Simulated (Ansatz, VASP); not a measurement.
**One calculation of W, two programs**

Contents of INCAR:

```
PREC = Accurate
ENCUT = 520
EDIFF = 1E-6
ISMEAR = 0
SIGMA = 0.15
LREAL = F
LASPH = T
NELM = 80
ALGO = Fast
ISIF = 2
LWAVE = F
LCHARG = F
GGA = PE
NBANDS = 13
```

File KPOINTS:

```
Automatic mesh
0
Gamma
  22 22 22
```

POSCAR

```
W
1.0
   -0.7381976691      1.7377294451      1.7377294451
    1.7377294451     -0.7381976691      1.7377294451
    1.7377294451      1.7377294451     -0.7381976691
W
1
Direct
    0.0000000000      0.0000000000      0.0000000000
```

Input for Ansatz:

```yaml
crystal:
  lattice:
    - [-0.7381976691, 1.7377294451, 1.7377294451]
    - [1.7377294451, -0.7381976691, 1.7377294451]
    - [1.7377294451, 1.7377294451, -0.7381976691]
  atoms:
    - { symbol: W, position: [0.0, 0.0, 0.0] }
basis:
  ecutwfc: 420
kpoints:
  mp_grid: { grid: [22, 22, 22] }
hamiltonian:
  xc: pbe
  pseudopotentials: { kind: paw, azcp: { folder: soft_1 } }
scf:
  occupations: { method: gaussian, width: 0.15 }
output:
  forces: true
  stress: true
  eigenvalues: true
```

Alike in both runs: task single point; functional PBE; k mesh 22 × 22 × 22; occupations gaussian, width 0.15 eV; no spin polarisation.

```csv
,VASP,Ansatz
version,VASP 6.6.1,Ansatz 0.2.0
potentials or method,"VASP PAW PBE potentials, release 64 (W_sv), cutoff 520 eV","scalar-relativistic, plane waves, PAW"
valence electrons in the cell,14,14
```

```tsv
	VASP	Ansatz	Ansatz less VASP
gap on the k mesh at the Fermi level (eV)	none	none	-
pressure (GPa)	22.7	21.7	-0.94
traceless stress, the component that is largest in VASP (GPa)	8.17	8.11	-0.063
```

A gap of «none» marks a metal or a gap that the smearing closes.

Neither program's run includes spin-orbit coupling.
